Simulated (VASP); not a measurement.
Set up this calculation in VASP 6.6.1, as the native input.

```yaml
Task: single point
Functional: PBE
Potentials_or_basis: VASP PAW PBE potentials, release 64 (C, O)
Cutoff: 520 eV
k_mesh: 2 × 2 × 1
Occupations: fermi-dirac, width 0.05 eV
Spin: no spin polarisation
Dipole_correction: no
Further_INCAR_settings: LREAL = Auto; ALGO = Normal; EDIFF = 1e-06; NBANDS = 57
```

The structure of C19O lies in POSCAR:

```
C19O
1.0
    7.3980000000      0.0000000000      0.0000000000
   -3.6990000000      6.4068560000      0.0000000000
    0.0000000000      0.0000000000     11.0000000000
C O
19 1
Direct
   -0.0052445366     -0.0087567131      0.0700945455
    0.2182397224      0.1029809317      0.0700961818
   -0.0040220560      0.3252470478      0.0700959091
    0.2170192327      0.4357697442      0.0701025455
   -0.0045709697      0.6573514373      0.0700862727
    0.2175720356      0.7684219842      0.0700868182
    0.3293236606     -0.0080877423      0.0700640000
    0.5503898713      0.1024447873      0.0700517273
    0.3287682662      0.3240369379      0.0701080909
    0.5509294988      0.4351071727      0.0700948182
    0.3281009556      0.6579061555      0.0700916364
    0.5515950631      0.7696626863      0.0700932727
    0.6621249082     -0.0092911406      0.0700812727
    0.8842522489      0.1017786259      0.0700980000
    0.6614626647      0.3245871298      0.0700612727
    0.8849244709      0.4363144731      0.0700773636
    0.6626665446      0.6585937002      0.0701031818
    0.8837068270      0.7691084363      0.0700896364
    0.5427197612      0.1899891304      0.4111410909
    0.3770005661      0.1379692317      0.4413731818
```

The input as run:

INCAR

```
  PREC = Accurate
  ENCUT = 520
  EDIFF = 1E-6
  ISMEAR = -1
  SIGMA = 0.05
  LREAL = Auto
  LASPH = T
  NELM = 80
  ALGO = Normal
  ISIF = 2
  LWAVE = F
  LCHARG = F
  GGA = PE
  NBANDS = 57
```

KPOINTS

```
regular mesh
0
Gamma
  2 2 1
```

Potentials or basis: VASP PAW PBE potentials, release 64 (C, O).

Run with:

```bash
$ cat potpaw_PBE.64/C/POTCAR potpaw_PBE.64/O/POTCAR > POTCAR
$ mpirun -np 1 vasp_std > vasp.out
```

It gave:

- Largest force: 0.887 eV/Å
- Band gap on the k mesh: 0.11 eV

Caveat: the k points lie up to 0.49 Å⁻¹ apart.

Run time: 4.4 min on 1 thread of Intel(R) Xeon(R) Platinum 8259CL CPU @ 2.50GHz (Skylake/Cascade Lake) (shared host), peak memory 0.57 GiB.
